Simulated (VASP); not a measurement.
# Hg (Im-3m) in VASP: relaxation of cell and atoms with PBEsol

Aim: the relaxation of cell and atoms of Hg with PBEsol.

Everything below comes from runs of VASP 6.6.1. Logs are shortened: lines on timing, memory, paths and dates and some standing lists are left out, and cuts for length are marked.

**1. The cell of the first run**

Symmetry: Im-3m, No. 229, cubic system. The conventional cell has a = 3.629 Å, b = 3.629 Å, c = 3.629 Å, α = 90.00°, β = 90.00°, γ = 90.00°. Within 4.1 Å of Hg (site symmetry m-3m) lie 14 Hg at 3.14 to 3.63 Å.

**2. Relaxation of cell and atoms, PBEsol**

INCAR

```
SYSTEM = Hg
PREC = Accurate
ENCUT = 600
EDIFF = 1E-6
ISMEAR = -1
SIGMA = 0.08
LREAL = .FALSE.
LASPH = .TRUE.
NELM = 80
ALGO = Normal
ISIF = 3
LWAVE = .FALSE.
LCHARG = .FALSE.
GGA = PS
IBRION = 2
NSW = 60
EDIFFG = -0.005
```

KPOINTS

```
regular mesh
0
G
  17 17 17
  0 0 0
```

POSCAR

```
Hg
1.0
   -1.8143908132      1.8143908132      1.8143908132
    1.8143908132     -1.8143908132      1.8143908132
    1.8143908132      1.8143908132     -1.8143908132
Hg
1
Direct
    0.0000000000      0.0000000000      0.0000000000
```

Potentials or basis: VASP PAW PBE potentials, release 64 (Hg).

Started as:

```console
> cat potpaw_PBE.64/Hg/POTCAR > POTCAR
> mpirun -np 1 vasp_std > vasp.out
```

OUTCAR:

```text
SYSTEM = Hg
   PREC = Accurate
   ENCUT = 600
   EDIFF = 1E-6
   ISMEAR = -1
   LREAL = .FALSE.
   LASPH = .TRUE.
   NELM = 80
   ISIF = 3
   GGA = PS
   IBRION = 2
   NSW = 60
   EDIFFG = -0.005

 ion  position               nearest neighbor table
   1  0.000  0.000  0.000-

  LATTYP: Found a body centered cubic cell.
 ALAT       =     3.6287816264

  Lattice vectors:

 A1 = (  -1.8143908132,   1.8143908132,   1.8143908132)
 A2 = (   1.8143908132,  -1.8143908132,   1.8143908132)
 A3 = (   1.8143908132,   1.8143908132,  -1.8143908132)

Analysis of symmetry for initial positions (statically):
=====================================================================
 Subroutine PRICEL returns:
 Original cell was already a primitive cell.

 Routine SETGRP: Setting up the symmetry group for a
 body centered cubic supercell.

 Subroutine GETGRP returns: Found 48 space group operations
 (whereof 48 operations were pure point group operations)
 out of a pool of 48 trial point group operations.

The static configuration has the point symmetry O_h .

Analysis of symmetry for dynamics (positions and initial velocities):
=====================================================================
 Subroutine PRICEL returns:
 Original cell was already a primitive cell.

 Routine SETGRP: Setting up the symmetry group for a
 body centered cubic supercell.

 Subroutine GETGRP returns: Found 48 space group operations
 (whereof 48 operations were pure point group operations)
 out of a pool of 48 trial point group operations.

The dynamic configuration has the point symmetry O_h .

 Subroutine INISYM returns: Found 48 space group operations
 (whereof 48 operations are pure point group operations),
 and found     1 'primitive' translations

----------------------------------------------------------------------------------------

                                     Primitive cell

  volume of cell :      23.8920

  direct lattice vectors                    reciprocal lattice vectors
    -1.814390813  1.814390813  1.814390813     0.000000000  0.275574588  0.275574588
     1.814390813 -1.814390813  1.814390813     0.275574588  0.000000000  0.275574588
     1.814390813  1.814390813 -1.814390813     0.275574588  0.275574588  0.000000000
[... 96 lines left out ...]
   EFERMI =   0.00;   METHOD = LEGACY
   ISMEAR =    -1;   SIGMA  =   0.08  broadening in eV -4-tet -1-fermi 0-gaus
   EFERMI_NEDOS =   21; number of points for ismear=-14 and -15
   IALGO  =     38    algorithm
   IMIX   =      4    mixing-type and parameters
     AMIX     =   0.40;   BMIX     =  1.00
     AMIX_MAG =   1.60;   BMIX_MAG =  1.00
  volume/ion in A,a.u.               =      23.89       161.23
  Fermi-wavevector in a.u.,A,eV,Ry     =   1.301321  2.459140 23.040597  1.693436
  Thomas-Fermi vector in A             =   2.432462
   LORBIT       =      0    0 simple, 1 ext, 2 COOP (PROOUT), +10 PAW based schemes
   GGA     = PS    functional components
   LHFCALC =     F    Hartree Fock is set to
   AEXX    =    0.0000 exact exchange contribution
   IVDW    =     0    specifies the selected vdW correction
   LEPSILON=     F    determine dielectric tensor
   LRPA    =     F    only Hartree local field effects (RPA)
 conjugate gradient relaxation of ions
 non-spin polarized calculation
  energy-cutoff  :      600.00
  volume of cell :       23.89
 maximum number of plane-waves:       811
 NGX is ok and might be reduce to    28
   NGX = 13   NGY = 13   NGZ = 13

--------------------------------------- Ionic step        1  -------------------------------------------

 number of electron      12.0000000 magnetization

 Free energy of the ion-electron system (eV)
  ---------------------------------------------------
  ext. energy  EPLUGINS =         0.00000000
  ---------------------------------------------------
  free energy    TOTEN  =        -0.55766922 eV

  energy without entropy =       -0.55253813  energy(sigma->0) =       -0.55510367

------------------------ aborting loop because EDIFF is reached ----------------------------------------

  FORCE on cell =-STRESS in cart. coord.  units (eV):
  Direction    XX          YY          ZZ          XY          YZ          ZX
  --------------------------------------------------------------------------------------
  -------------------------------------------------------------------------------------
  Total        0.0641508      0.0641508      0.0641508     -0.0000000     -0.0000000     -0.0000000
  in kB        4.3018951      4.3018951      4.3018951     -0.0000000     -0.0000000     -0.0000000
  external PRESSURE =       4.3018951 kB  Pullay stress =       0.0000000 kB
[... 57 lines left out ...]
--------------------------------------- Ionic step        3  -------------------------------------------

 number of electron      12.0000001 magnetization

 Free energy of the ion-electron system (eV)
  ---------------------------------------------------
  ext. energy  EPLUGINS =         0.00000000
  ---------------------------------------------------
  free energy    TOTEN  =        -0.55804909 eV

  energy without entropy =       -0.55302595  energy(sigma->0) =       -0.55553752

 E-fermi :   2.1995     XC(G=0): -10.9208

 val. band max:        2.1990288448   @ k =   0.4118   0.1176   0.0000
 cond. band min:       2.3012350955   @ k =  -0.4706   0.4706   0.1176
 fundamental gap:      0.1022062507
 Fermi energy:         2.1995010723

 k-point     1 :       0.0000    0.0000    0.0000
  band No.  band energies     occupation
      1      -6.5307      2.00000
      2      -4.6292      2.00000
      3      -4.6292      2.00000
      4      -4.6292      2.00000
      5      -3.7635      2.00000
      6      -3.7635      2.00000
      7      17.4172      0.00000
      8      17.4172      0.00000
      9      17.4172      0.00000
     10      18.3371      0.00000
[... 287 lines left out ...]
 k-point    24 :       0.1765    0.1765    0.0000
  band No.  band energies     occupation
      1      -5.1198      2.00000
      2      -4.7116      2.00000
      3      -4.4939      2.00000
      4      -3.9406      2.00000
      5      -3.7125      2.00000
      6      -2.9415      2.00000
      7       8.5308      0.00000
      8      10.5779      0.00000
      9      13.5779      0.00000
     10      17.9368      0.00000

 [... further k-points ...]

------------------------ aborting loop because EDIFF is reached ----------------------------------------

  FORCE on cell =-STRESS in cart. coord.  units (eV):
  Direction    XX          YY          ZZ          XY          YZ          ZX
  --------------------------------------------------------------------------------------
  -------------------------------------------------------------------------------------
  Total        0.0025837      0.0025837      0.0025837      0.0000000     -0.0000000      0.0000000
  in kB        0.1712923      0.1712923      0.1712923      0.0000000     -0.0000000      0.0000000
  external PRESSURE =       0.1712923 kB  Pullay stress =       0.0000000 kB
[... 16 lines left out ...]
  FREE ENERGIE OF THE ION-ELECTRON SYSTEM (eV)
  ---------------------------------------------------
  free  energy   TOTEN  =        -0.5580490947 eV

  energy  without entropy=       -0.5530259536  energy(sigma->0) =       -0.55553752

 reached required accuracy - stopping structural energy minimisation
```

OSZICAR:

```text
N       E                     dE             d eps       ncg     rms          rms(c)
DAV:   1     0.754354504804E+02    0.75435E+02   -0.72628E+03  3428   0.129E+03
DAV:   2     0.551428202824E+00   -0.74884E+02   -0.70508E+02  3368   0.259E+02
DAV:   3    -0.605258515952E+00   -0.11567E+01   -0.11560E+01  3804   0.386E+01
[... 17 lines left out ...]
DAV:   1    -0.558741005163E+00   -0.70927E-03   -0.14235E-02  3554   0.162E+00    0.186E-01
DAV:   2    -0.558098512715E+00    0.64249E-03   -0.19369E-03  3516   0.604E-01    0.575E-02
DAV:   3    -0.558055895106E+00    0.42618E-04   -0.13193E-04  3598   0.137E-01    0.529E-02
DAV:   4    -0.558049172723E+00    0.67224E-05   -0.62931E-06  3446   0.289E-02    0.122E-03
DAV:   5    -0.558049094683E+00    0.78040E-07   -0.22838E-07  1682   0.536E-03
   3 F= -.55804909E+00 E0= -.55553752E+00  d E =-.379877E-03
```

CONTCAR:

```text
Hg
   1.00000000000000
    -1.8213200542396095    1.8213200542396095    1.8213200542396095
     1.8213200542396095   -1.8213200542396095    1.8213200542396095
     1.8213200542396095    1.8213200542396095   -1.8213200542396095
  Hg
     1
Direct
     0.0000000000000000    0.0000000000000000    0.0000000000000000

  0.00000000E+00  0.00000000E+00  0.00000000E+00
```

Run time: 57 s. Hardware: 1 thread of Intel Xeon Platinum 8259CL at 2.50GHz (Skylake/Cascade Lake), shared host; peak memory 0.2 GiB.

Results:

```
Free energy                            : -0.5580 eV
Relaxed volume                         : 24.17 Å³/atom
Relaxed cell                           : a = 3.155 Å, b = 3.155 Å, c = 3.155 Å, α = 109.47°, β = 109.47°, γ = 109.47°
Space group after relaxing (to 0.05 Å) : Im-3m (No. 229)
Energy gained by relaxing              : 0.4 meV/atom
Ionic steps                            : 3
Pressure after relaxing                : 0.0 GPa
Band gap on the k mesh                 : zero (band 6 reaches 4.75 eV, above the bottom of band 7 at 1.17 eV)
```

The path:
```csv
step,energy change (eV),largest force (eV/Å),pressure (GPa),volume (Å³)
1,0.0000,0.0000,0.43,23.89
2,-0.0004,0.0000,0.09,24.11
3,-0.0004,0.0000,0.02,24.17
```

Final structure:
```
Hg
1.0
    -1.82132    1.82132    1.82132
     1.82132   -1.82132    1.82132
     1.82132    1.82132   -1.82132
Hg
1
Direct
  0.00000 0.00000 0.00000
```

Caveat: the PAW data sets were made with another functional, which shifts forces and pressure a little; spin-orbit coupling is left out, which moves the levels of the heavy elements.
